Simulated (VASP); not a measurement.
Here is a VASP 6.6.1 calculation.

File INCAR:

```
SYSTEM = Cd
PREC = Accurate
ENCUT = 600
EDIFF = 1E-7
ISMEAR = -1
SIGMA = 0.1
LREAL = .FALSE.
LASPH = .TRUE.
NELM = 60
ALGO = Normal
ISIF = 8
LWAVE = .FALSE.
LCHARG = .FALSE.
GGA = PS
IBRION = 2
NSW = 80
EDIFFG = -0.01
```

KPOINTS

```
Automatic mesh
0
G
  8 8 4
  0 0 0
```

The input POSCAR:

```
Cd
1.0
    2.9788700000      0.0000000000      0.0000000000
   -1.4894350000      2.5797770946      0.0000000000
    0.0000000000      0.0000000000      5.6176500000
Cd
2
Direct
    0.3333330000      0.6666670000      0.2500000000
    0.6666670000      0.3333330000      0.7500000000
```

Potentials or basis: VASP PAW PBE potentials, release 64 (Cd).

Command:

```sh
$ cat potpaw_PBE.64/Cd/POTCAR > POTCAR
$ mpirun -np 1 vasp_std > vasp.out
```

Q: What does it give for the space group after relaxing (to 0.05 Å)?

A: P6_3/mmc (No. 194).

Q: What does it give for the relaxed volume?

A: 21.20 Å³/atom.

Q: What does it give for the band gap on the k mesh?

A: Zero (band 12 reaches 3.86 eV, above the bottom of band 13 at -0.10 eV).

Step by step:
| step | energy change (eV) | largest force (eV/Å) | pressure (GPa) | volume (Å³) |
| --- | --- | --- | --- | --- |
| 1 | 0.0000 | 0.0000 | -1.03 | 43.17 |
| 2 | -0.0025 | 0.0000 | 0.12 | 42.31 |
| 3 | -0.0026 | 0.0000 | 0.00 | 42.39 |

Caveat: the PAW data sets were made with another functional, which shifts forces and pressure a little.
